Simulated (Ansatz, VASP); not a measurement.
MgO in VASP and in Ansatz

```
CELL_PARAMETERS angstrom
0.51845 2.41521 2.41521
2.41521 0.51845 2.41521
2.41521 2.41521 0.51845
ATOMIC_POSITIONS crystal
Mg 0.00000 0.00000 0.00000
O 0.50000 0.50000 0.50000
```

Alike in both runs: task single point; functional PBE; k mesh 10 × 10 × 10; occupations gaussian, width 0.05 eV; no spin polarisation.

|  | VASP | Ansatz |
| --- | --- | --- |
| version | VASP 6.6.1 | Ansatz 0.2.0 |
| potentials or method | VASP PAW PBE potentials, release 64 (Mg, O), cutoff 520 eV | scalar-relativistic, plane waves, PAW |
| valence electrons in the cell | 8 | 16 |

|  | VASP | Ansatz | Ansatz less VASP |
| --- | --- | --- | --- |
| gap on the k mesh at the Fermi level (eV) | 0.30 | 0.33 | +0.030 |
| least direct gap on the mesh (eV) | 0.30 | 0.33 | +0.030 |
| pressure (GPa) | 4.2 | 4.8 | +0.57 |
| traceless stress, the component that is largest in VASP (GPa) | -45.72 | -45.52 | +0.201 |

The functional is the same, so the differences come from potentials, cutoffs and numerics. VASP's potentials hold 8 valence electrons a cell and Ansatz's 16, so a difference there can come from the potentials and not from the codes.
